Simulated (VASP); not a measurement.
Set up this calculation in VASP 6.6.1, as the native input.

| Item | Value |
| --- | --- |
| Task | single point |
| Functional | HSE06 |
| Potentials or basis | VASP PAW PBE potentials, release 64 (K_sv, S) |
| Cutoff | 400 eV |
| k mesh | 4 × 4 × 4 |
| Occupations | gaussian, width 0.01 eV |
| Spin | no spin polarisation |
| Dipole correction | no |
| Grid for exact exchange (PRECFOCK) | Normal |
| Further INCAR settings | ALGO = Normal; EDIFF = 1e-06; NBANDS = 19 |
| Share of exact exchange | 0.25 |
| Screening parameter | 0.2079 1/Å |

K2S:

```xyz
3
Lattice="0.0000 3.7027 3.7027 3.7027 0.0000 3.7027 3.7027 3.7027 0.0000" Properties=species:S:1:pos:R:3 pbc="T T T"
K     5.5541    5.5541    5.5541
K     1.8514    1.8514    1.8514
S     0.0000    0.0000    0.0000
```

The input as run:

POSCAR

```
K2S
1.0
    0.0000000000      3.7027051400      3.7027051400
    3.7027051400      0.0000000000      3.7027051400
    3.7027051400      3.7027051400      0.0000000000
K S
2 1
Direct
    0.7500000000      0.7500000000      0.7500000000
    0.2500000000      0.2500000000      0.2500000000
    0.0000000000      0.0000000000      0.0000000000
```

INCAR.step1

```
SYSTEM = K2S
ALGO = Normal
EDIFF = 1E-5
ENCUT = 400
GGA = PE
GGA_COMPAT = .False.
ISIF = 2
ISMEAR = 0
LASPH = .True.
LREAL = .False.
LWAVE = .True.
NBANDS = 19
NELM = 120
PREC = Accurate
SIGMA = 0.01
```

INCAR.step2

```
SYSTEM = K2S
ALGO = Normal
EDIFF = 1E-6
ENCUT = 400
GGA = PE
GGA_COMPAT = .False.
HFSCREEN = 0.2079
ISIF = 2
ISMEAR = 0
ISTART = 1
LASPH = .True.
LCHARG = .True.
LELF = .True.
LHFCALC = .True.
LREAL = .False.
LVHAR = .True.
LWAVE = .False.
NBANDS = 19
NELM = 120
PREC = Accurate
PRECFOCK = Normal
SIGMA = 0.01
```

KPOINTS

```
k-points
0
Gamma
  4 4 4
  0 0 0
```

Potentials or basis: VASP PAW PBE potentials, release 64 (K_sv, S).

The run is started by

```sh
$ cat potpaw_PBE.64/K_sv/POTCAR potpaw_PBE.64/S/POTCAR > POTCAR
$ cp INCAR.step1 INCAR
$ mpirun -np 1 vasp_std > vasp.out
$ cp INCAR.step2 INCAR
$ mpirun -np 1 vasp_std > vasp.out
```

It gave:

```
Pressure               : 0.2 GPa
Band gap on the k mesh : 3.31 eV (least direct gap 3.49 eV)
```

Caveat: the PAW data sets were made with another functional, which shifts forces and pressure a little.

It took 8.3 min on 1 thread of Intel(R) Xeon(R) 6975P-C (Granite Rapids) (shared host), peak memory 0.31 GiB.
